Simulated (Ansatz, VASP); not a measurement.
# IrRh2 in VASP and in Ansatz

```xyz
3
Lattice="2.7265 0.0000 0.0000 -1.3632 2.3612 0.0000 0.0000 0.0000 6.6248" Properties=species:S:1:pos:R:3 pbc="T T T"
Ir    0.0000    0.0000    3.3124
Rh    1.3632    0.7871    5.5094
Rh    0.0000    1.5741    1.1154
```

Alike in both runs: task relaxation of cell and atoms; functional PBE; k mesh 18 × 18 × 8; occupations gaussian, width 0.1 eV; no spin polarisation.

```csv
,VASP,Ansatz
version,VASP 6.6.1,Ansatz 0.2.0
potentials or method,"VASP PAW PBE potentials, release 64 (Ir, Rh_pv), cutoff 600 eV","scalar-relativistic, plane waves, PAW"
valence electrons in the cell,39,51
```

```csv
,VASP,Ansatz,Ansatz less VASP
"gap on the k mesh at the Fermi level, each at its own relaxed structure (eV)",none,none,-
relaxed volume (Å³/atom),14.19,14.19,-0.003
relaxed cell length with the largest relative difference (Å),2.718,2.717,-0.0004
```

A gap of «none» marks a metal or a gap that the smearing closes. VASP's potentials hold 39 valence electrons a cell and Ansatz's 51, so a difference there can come from the potentials and not from the codes.

Neither program's run includes spin-orbit coupling. Noted on VASP's run: too few bands were computed for a metal, which touches its energy and stress.
